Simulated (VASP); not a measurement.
# BN (Cmcm) in VASP: notebook

BN is run at these levels: LDA; tasks: single point.

Program: VASP 6.6.1. These are calculated values, not measurements. Logs are shortened: lines on timing, memory, paths and dates and some standing lists are left out, and cuts for length are marked.

## Step 1: The cell of the first run

Symmetry: Cmcm, No. 63, orthorhombic system. The conventional cell has a = 2.580 Å, b = 4.310 Å, c = 6.019 Å, α = 90.00°, β = 90.00°, γ = 90.00°. Within 1.9 Å of B (site symmetry m2m) lie 3 N at 1.45 to 1.47 Å. Within 1.9 Å of N (site symmetry m2m) lie 3 B at 1.45 to 1.47 Å.

## Step 2: Single point, LDA (normal strain along x +0.0367, normal strain along z -0.0733)

Contents of INCAR:

```
SYSTEM = BN
ALGO     = Normal         ! electronic algorithm
EDIFF    = 1E-7           ! SCF threshold, eV
ENCUT    = 520            ! plane-wave cutoff, eV
GGA      = CA             ! functional
ISIF     = 2              ! what is computed and relaxed
ISMEAR   = 0              ! smearing method
LASPH    = .TRUE.         ! aspherical terms in the spheres
LCHARG   = .FALSE.        ! write CHGCAR
LREAL    = .FALSE.        ! projectors in reciprocal space
LWAVE    = .FALSE.        ! write WAVECAR
NBANDS   = 16             ! bands
NELM     = 60             ! most SCF steps
PREC     = Accurate       ! precision mode
SIGMA    = 0.05           ! smearing width, eV
```

Contents of KPOINTS:

```
k-points
0
G
  12 12 4
  0 0 0
```

Contents of POSCAR:

```
BN
1.0
    2.5796742231      0.0000000000      0.0000000000
   -1.2898371116      2.1549757989      0.0000000000
    0.0000000000      0.0000000000      6.0191680927
B N
2 2
Direct
    0.3403559542      0.6807119084      0.2500000000
    0.6596440458      0.3192880916      0.7500000000
    0.3240716773      0.6481433547      0.7500000000
    0.6759283227      0.3518566453      0.2500000000
```

Potentials or basis: VASP PAW LDA potentials, release 64 (B, N).

Launch:

```sh
$ cat potpaw_LDA.64/B/POTCAR potpaw_LDA.64/N/POTCAR > POTCAR
$ mpirun -np 1 vasp_std > vasp.out
```

OUTCAR:

```text
SYSTEM = BN
   EDIFF = 1E-7
   ENCUT = 520
   GGA = CA
   ISIF = 2
   ISMEAR = 0
   LASPH = .TRUE.
   LREAL = .FALSE.
   NELM = 60
   PREC = Accurate

 ion  position               nearest neighbor table
   1  0.340  0.681  0.250-   4 1.45   4 1.47   4 1.47
   2  0.660  0.319  0.750-   3 1.45   3 1.47   3 1.47
   3  0.324  0.648  0.750-   2 1.45   2 1.47   2 1.47
   4  0.676  0.352  0.250-   1 1.45   1 1.47   1 1.47

  Warning from LATTYP: Monoclinic adjustment (A1->A3, A2->A1, A3->A2)!
  LATTYP: Found a base centered orthorhombic cell.
 ALAT       =     2.5796742231
 B/A-ratio  =     1.6707348390
 C/A-ratio  =     2.3333055154

  Lattice vectors:

 A1 = (   1.2898371116,  -2.1549757989,   0.0000000000)
 A2 = (   1.2898371115,   2.1549757989,   0.0000000000)
 A3 = (   0.0000000000,   0.0000000000,   6.0191680927)

Analysis of symmetry for initial positions (statically):
=====================================================================
 Subroutine PRICEL returns:
 Original cell was already a primitive cell.

 Routine SETGRP: Setting up the symmetry group for a
 base centered orthorhombic supercell.

 Subroutine GETGRP returns: Found  8 space group operations
 (whereof  4 operations were pure point group operations)
 out of a pool of  8 trial point group operations.

The static configuration has the point symmetry C_2h.
 The point group associated with its full space group is D_2h.

Analysis of symmetry for dynamics (positions and initial velocities):
=====================================================================
 Subroutine PRICEL returns:
 Original cell was already a primitive cell.

 Routine SETGRP: Setting up the symmetry group for a
 base centered orthorhombic supercell.

 Subroutine GETGRP returns: Found  8 space group operations
 (whereof  4 operations were pure point group operations)
 out of a pool of  8 trial point group operations.

The dynamic configuration has the point symmetry C_2h.
 The point group associated with its full space group is D_2h.

 Subroutine INISYM returns: Found  8 space group operations
 (whereof  4 operations are pure point group operations),
 and found     1 'primitive' translations

[... 90 lines left out ...]
   ISTART =      0    job   : 0-new  1-cont  2-samecut
   ICHARG =      2    charge: 1-file 2-atom 10-const
   ISPIN  =      1    spin polarized calculation?
   LNONCOLLINEAR =      F non collinear calculations
   LSORBIT =      F    spin-orbit coupling
   LASPH  =      T    aspherical Exc in radial PAW
   ENCUT  =  520.0 eV  38.22 Ry    6.18 a.u.   4.80  4.67 11.19*2*pi/ulx,y,z
   NELM   =     60;   NELMIN=  2; NELMDL= -5     # of ELM steps
   EDIFF  = 0.1E-06   stopping-criterion for ELM
   LREAL  =      F    real-space projection
   EDIFFG = 0.1E-05   stopping-criterion for IOM
   NSW    =      0    number of steps for IOM
   IBRION =     -1    ionic relax: 0-MD 1-quasi-New 2-CG
   NFREE  =      0    steps in history (QN), initial steepest desc. (CG)
   ISIF   =      2    stress and relaxation
   ISYM   =      2    0-nonsym 1-usesym 2-fastsym
   POTIM  = 0.5000    time-step for ionic-motion
   TEBEG  =    0.0;   TEEND  =   0.0 temperature during run
   PSTRESS=    0.0 pullay stress
   NELECT =      16.0000    total number of electrons
   NUPDOWN=      -1.0000    fix difference up-down
   EMIN   =  10.00;   EMAX   =-10.00  energy-range for DOS
   EFERMI =   0.00;   METHOD = LEGACY
   ISMEAR =     0;   SIGMA  =   0.05  broadening in eV -4-tet -1-fermi 0-gaus
   EFERMI_NEDOS =   21; number of points for ismear=-14 and -15
   IALGO  =     38    algorithm
   IMIX   =      4    mixing-type and parameters
     AMIX     =   0.40;   BMIX     =  1.00
     AMIX_MAG =   1.60;   BMIX_MAG =  1.00
  volume/ion in A,a.u.               =       8.37        56.45
  Fermi-wavevector in a.u.,A,eV,Ry     =   1.280168  2.419166 22.297632  1.638830
  Thomas-Fermi vector in A             =   2.412611
   LORBIT       =      0    0 simple, 1 ext, 2 COOP (PROOUT), +10 PAW based schemes
   GGA     = CA    functional components
   LHFCALC =     F    Hartree Fock is set to
   AEXX    =    0.0000 exact exchange contribution
   IVDW    =     0    specifies the selected vdW correction
   LEPSILON=     F    determine dielectric tensor
   LRPA    =     F    only Hartree local field effects (RPA)
 non-spin polarized calculation
 Gauss-broadening in eV      SIGMA  =   0.05
  energy-cutoff  :      520.00
  volume of cell :       33.46
 maximum number of plane-waves:       922
   NGX =  9   NGY =  9   NGZ = 23

 number of electron      15.9999999 magnetization

 Free energy of the ion-electron system (eV)
  ---------------------------------------------------
  ext. energy  EPLUGINS =         0.00000000
  ---------------------------------------------------
  free energy    TOTEN  =       -38.44330358 eV

  energy without entropy =      -38.44330358  energy(sigma->0) =      -38.44330358

 E-fermi :   3.2836     XC(G=0): -11.0480

 val. band max:        3.0039224239   @ k =   0.2500   0.3333   0.0000
 cond. band min:       6.7808649701   @ k =   0.5000  -0.0000   0.0000
 fundamental gap:      3.7769425462
 Fermi energy:         3.2836245320

 k-point     1 :       0.0000    0.0000    0.0000
  band No.  band energies     occupation
      1     -14.7009      2.00000
      2     -14.0645      2.00000
      3      -3.8215      2.00000
      4      -0.3645      2.00000
      5       1.2782      2.00000
      6       1.3880      2.00000
[... 433 lines left out ...]
      3      -5.6575      2.00000
      4      -5.4981      2.00000
      5      -2.4708      2.00000
      6      -2.2797      2.00000
[... 8 lines left out ...]
     15      17.5303      0.00000
     16      21.4225      0.00000

 [... further k-points ...]
[... 5 lines left out ...]
  --------------------------------------------------------------------------------------
  -------------------------------------------------------------------------------------
  Total       -6.5721479     -1.3159372      0.5915974      0.0000000      0.0000000      0.0000000
  in kB     -314.6836513    -63.0089170     28.3265108      0.0000000      0.0000000      0.0000000
  external PRESSURE =    -116.4553525 kB  Pullay stress =       0.0000000 kB

 VOLUME and BASIS-vectors are now :
 -----------------------------------------------------------------------------
  energy-cutoff  :      520.00
  volume of cell :       33.46
      direct lattice vectors                 reciprocal lattice vectors
     2.579674223  0.000000000  0.000000000     0.387645847  0.232021167  0.000000000
    -1.289837112  2.154975799  0.000000000     0.000000000  0.464042334  0.000000000
     0.000000000  0.000000000  6.019168093     0.000000000  0.000000000  0.166135915

 POSITION                                       TOTAL-FORCE (eV/Angst)
 -----------------------------------------------------------------------------------
     -0.00000      1.46692      1.50479         0.000000     -0.006341      0.000000
      1.28984      0.68806      4.51438        -0.000000      0.006341     -0.000000
     -0.00000      1.39673      4.51438         0.000000     -0.004176      0.000000
      1.28984      0.75824      1.50479        -0.000000      0.004176     -0.000000
 -----------------------------------------------------------------------------------
    total drift:                                0.000000     -0.000000     -0.000000

  FREE ENERGIE OF THE ION-ELECTRON SYSTEM (eV)
  ---------------------------------------------------
  free  energy   TOTEN  =       -38.4433035782 eV

  energy  without entropy=      -38.4433035782  energy(sigma->0) =      -38.44330358
```

OSZICAR:

```text
N       E                     dE             d eps       ncg     rms          rms(c)
DAV:   1     0.392254977037E+02    0.39225E+02   -0.80405E+03  4136   0.930E+02
DAV:   2    -0.393151521245E+02   -0.78541E+02   -0.71103E+02  5840   0.206E+02
DAV:   3    -0.420043795267E+02   -0.26892E+01   -0.26782E+01  5208   0.368E+01
DAV:   4    -0.420163920533E+02   -0.12013E-01   -0.12011E-01  5216   0.285E+00
DAV:   5    -0.420164801915E+02   -0.88138E-04   -0.88138E-04  5144   0.227E-01    0.107E+01
DAV:   6    -0.388339472163E+02    0.31825E+01   -0.52052E+00  4928   0.176E+01    0.459E+00
DAV:   7    -0.385481307752E+02    0.28582E+00   -0.41470E-01  5520   0.457E+00    0.290E+00
DAV:   8    -0.384489124218E+02    0.99218E-01   -0.23693E-01  5432   0.326E+00    0.462E-01
DAV:   9    -0.384433421497E+02    0.55703E-02   -0.14154E-02  4896   0.944E-01    0.174E-01
DAV:  10    -0.384432953655E+02    0.46784E-04   -0.63881E-04  5392   0.190E-01    0.240E-02
DAV:  11    -0.384433026999E+02   -0.73344E-05   -0.22458E-05  5056   0.379E-02    0.147E-02
DAV:  12    -0.384433036664E+02   -0.96646E-06   -0.38345E-06  5000   0.144E-02    0.232E-03
DAV:  13    -0.384433035782E+02    0.88205E-07   -0.34320E-07  5296   0.439E-03
   1 F= -.38443304E+02 E0= -.38443304E+02  d E =-.654990E-17
```

stdout:

```text
POSCAR found type information on POSCAR B N
 POSCAR found :  2 types and       4 ions
 scaLAPACK will be used
 LDA part: xc-table for (Slater(with rela. corr.)+CA(PZ))
 , standard interpolation
 POSCAR, INCAR and KPOINTS ok, starting setup
 FFT: planning ... GRIDC
 FFT: planning ... GRID_SOFT
 FFT: planning ... GRID
 WAVECAR not read
 entering main loop
```

Run time: 34 s. Hardware: 1 thread of AMD EPYC 9R45 (Zen 5), shared host; peak memory 0.14 GiB.

What came out:

* Free energy: -38.4433 eV
* Pressure: -11.6 GPa
* Largest force: 0.006 eV/Å
* Band gap on the k mesh: 3.78 eV, indirect (least direct gap 3.90 eV)

Forces on the atoms (eV/Å):
```
B    0.000 -0.006  0.000
B    0.000  0.006  0.000
N    0.000 -0.004  0.000
N    0.000  0.004  0.000
```

Caveat: the cell differs from its parent crystal (normal strain along x +0.0367, normal strain along z -0.0733). A k mesh can miss the band edges.

## Step 3: Single point, LDA (normal strain along x -0.0733, normal strain along z +0.0367)

Contents of INCAR:

```
PREC = Accurate
ENCUT = 520
EDIFF = 1E-7
ISMEAR = 0
SIGMA = 0.05
LREAL = False
LASPH = True
NELM = 80
ALGO = Normal
ISIF = 2
LWAVE = False
LCHARG = False
GGA = CA
NBANDS = 16
```

Contents of KPOINTS:

```
Automatic mesh
0
Gamma
  12 12 4
```

Contents of POSCAR:

```
BN
1.0
    2.3059555345      0.0000000000      0.0000000000
   -1.1529777672      2.1549757989      0.0000000000
    0.0000000000      0.0000000000      6.7336479570
B N
2 2
Direct
    0.3238617371      0.6477234741      0.2500000000
    0.6761382629      0.3522765259      0.7500000000
    0.3496408121      0.6992816242      0.7500000000
    0.6503591879      0.3007183758      0.2500000000
```

Potentials or basis: VASP PAW LDA potentials, release 64 (B, N).

Launch:

```sh
$ cat potpaw_LDA.64/B/POTCAR potpaw_LDA.64/N/POTCAR > POTCAR
$ mpirun -np 1 vasp_std > vasp.out
```

Run time: 32 s. Hardware: 1 thread of AMD EPYC 9R45 (Zen 5), shared host; peak memory 0.13 GiB.

It converged, with:

| Item | Value |
| --- | --- |
| Free energy | -37.9483 eV |
| Pressure | 33.2 GPa |
| Largest force | 0.010 eV/Å |
| Band gap on the k mesh | 3.84 eV, indirect (least direct gap 4.82 eV) |

Forces in eV/Å, atoms in the order of the input:
```
B    0.000  0.009  0.000
B    0.000 -0.009  0.000
N    0.000  0.010  0.000
N    0.000 -0.010  0.000
```

Stress tensor (GPa, compression positive):
```
79.51  0.00  0.00
 0.00 21.07  0.00
 0.00  0.00 -1.00
```

Levels at points of the mesh, in eV from the valence-band top:
| k point | band 6 | band 7 | band 8 | band 9 | band 10 | band 11 |
| --- | --- | --- | --- | --- | --- | --- |
| (0.00, 0.00, 0.00) | -1.90 | -0.55 | -0.53 | 4.59 | 9.99 | 11.42 |
| (0.50, 0.00, 0.00) | -4.87 | -1.42 | -0.48 | 4.38 | 5.85 | 10.00 |
| (0.00, 0.50, 0.00) | -3.28 | -2.02 | -1.15 | 3.84 | 5.09 | 10.88 |
| (0.00, 0.00, 0.50) | -1.92 | -0.54 | -0.54 | 7.01 | 7.01 | 11.74 |
| (0.50, 0.00, 0.50) | -4.90 | -0.95 | -0.95 | 4.93 | 4.93 | 10.40 |
| (0.00, 0.50, 0.50) | -3.30 | -1.56 | -1.56 | 4.22 | 4.22 | 12.42 |

Caveat: the cell differs from its parent crystal (normal strain along x -0.0733, normal strain along z +0.0367).
